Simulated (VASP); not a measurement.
PtS2, 3 atoms in the cell. The structure is trigonal, space group P-3m1 (No. 164). Conventional cell: a = 3.827 Å, b = 3.827 Å, c = 6.172 Å, α = 90.00°, β = 90.00°, γ = 120.00°. Within 3.3 Å of Pt (site symmetry -3m) lie 6 S at 2.47 Å. Within 3.3 Å of S (site symmetry 3m) lie 3 Pt at 2.47 Å and 3 S at 3.11 Å. 

- Program: VASP 6.6.1
- Task: single point
- Functional: PBE
- Potentials or basis: VASP PAW PBE potentials, release 64 (Pt, S)
- Cutoff: 520 eV
- k mesh: 9 × 9 × 4
- Occupations: gaussian, width 0.05 eV
- Spin: no spin polarisation
- Dipole correction: no
- Further INCAR settings: ALGO = Normal; EDIFF = 1e-07; NBANDS = 18

Potentials or basis: VASP PAW PBE potentials, release 64 (Pt, S).

The run is started by

```sh
$ cat potpaw_PBE.64/Pt/POTCAR potpaw_PBE.64/S/POTCAR > POTCAR
$ mpirun -np 1 vasp_std > vasp.out
```

Hardware: 1 thread of Intel Xeon 8259CL, on a shared host.

How long does it take, and how much memory?

Wall time 55 s on 1 thread of Intel Xeon 8259CL, with other jobs on the host, peak memory 0.22 GiB. Counts: scf iterations 15, k points 43.
